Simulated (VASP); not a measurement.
Crystal: Cs3GeO.

```xyz
5
Lattice="5.3377 0.0000 0.0000 0.0000 5.3377 0.0000 0.0000 0.0000 5.3377" Properties=species:S:1:pos:R:3 pbc="T T T"
Cs    2.6688    0.0000    2.6688
Cs    0.0000    2.6688    2.6688
Cs    2.6688    2.6688    0.0000
O     2.6688    2.6688    2.6688
Ge    0.0000    0.0000    0.0000
```

Base run:

- Program: VASP 6.6.1
- Functional: PBEsol
- Potentials or basis: VASP PAW PBE potentials, release 64 (Cs_sv, O, Ge_d)
- Cutoff: 520 eV
- k mesh: 4 × 4 × 4
- Occupations: fermi-dirac, width 0.1 eV
- Spin: no spin polarisation

Its results: pressure 5.3 GPa.

Question: The run is repeated on the same cell with these changes: functional from PBEsol to PBE; further incar settings from ALGO = Normal; EDIFF = 1e-06; NBANDS = 32 to ALGO = Normal; EDIFF = 1e-07; NBANDS = 32. What comes out?

Answer: Pressure 7.8 GPa.

Caveats: an odd number of electrons without spin polarisation forces a metal; a magnetic or distorted state may lie lower; the PAW data sets were made with another functional, which shifts forces and pressure a little (some runs).
